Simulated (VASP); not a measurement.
Here is a VASP 6.6.1 calculation.

File INCAR:

```
SYSTEM = Ir
PREC = Accurate
ENCUT = 520
EDIFF = 1E-6
ISMEAR = -1
SIGMA = 0.1
LREAL = .False.
LASPH = .True.
NELM = 60
ALGO = Fast
ISIF = 2
LWAVE = .False.
LCHARG = .False.
GGA = PE
NBANDS = 10
```

Contents of KPOINTS:

```
regular mesh
0
Gamma
  9 9 8
  0 0 0
```

Contents of POSCAR:

```
Ir
1.0
    0.0644692700      1.8373557400      1.7560488600
    1.9418131400      0.0774349900      1.7430831500
    2.1728248700      2.0554017600     -0.1535767500
Ir
1
Direct
    0.0000000000      0.0000000000      0.0000000000
```

Potentials or basis: VASP PAW PBE potentials, release 64 (Ir).

Command:

```bash
$ cat potpaw_PBE.64/Ir/POTCAR > POTCAR
$ mpirun -np 1 vasp_std > vasp.out
```

(1) Estimate the pressure.

Answers

(1) 29.7 GPa.
